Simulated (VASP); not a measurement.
Write the native input for VASP 6.6.1 that does the following.

* Task: single point
* Functional: PBE
* Potentials or basis: VASP PAW PBE potentials, release 64 (W_sv)
* Cutoff: 500 eV
* k mesh: 8 × 8 × 8
* Occupations: fermi-dirac, width 0.1 eV
* Spin: no spin polarisation
* Dipole correction: no
* Further INCAR settings: ALGO = Normal; EDIFF = 1e-06; NBANDS = 13

The structure of W lies in POSCAR:

```
W
1.0
   -1.5825000000      1.5825000000      1.5825000000
    1.5825000000     -1.5825000000      1.5825000000
    1.5825000000      1.5825000000     -1.5825000000
W
1
Direct
    0.0000000000      0.0000000000      0.0000000000
```

These files were run (other wordings do the same):

INCAR

```
PREC = Accurate
ENCUT = 500
EDIFF = 1E-6
ISMEAR = -1
SIGMA = 0.1
LREAL = F
LASPH = T
NELM = 120
ALGO = Normal
ISIF = 2
LWAVE = F
LCHARG = F
GGA = PE
NBANDS = 13
GGA_COMPAT = F
```

KPOINTS

```
Automatic mesh
0
Gamma
  8 8 8
```

Potentials or basis: VASP PAW PBE potentials, release 64 (W_sv).

The run is started by

```bash
$ cat potpaw_PBE.64/W_sv/POTCAR > POTCAR
$ mpirun -np 1 vasp_std > vasp.out
```

Results of the run:

```yaml
Pressure: 6.6 GPa
Band_gap_on_the_k_mesh: zero (band 7 reaches 16.61 eV, above the bottom of band 8 at 10.22 eV)
```

Caveat: spin-orbit coupling is left out, which moves the levels of the heavy elements.

Run time: 9.4 s on 1 thread of Intel Xeon 8259CL (shared host), peak memory 0.13 GiB.
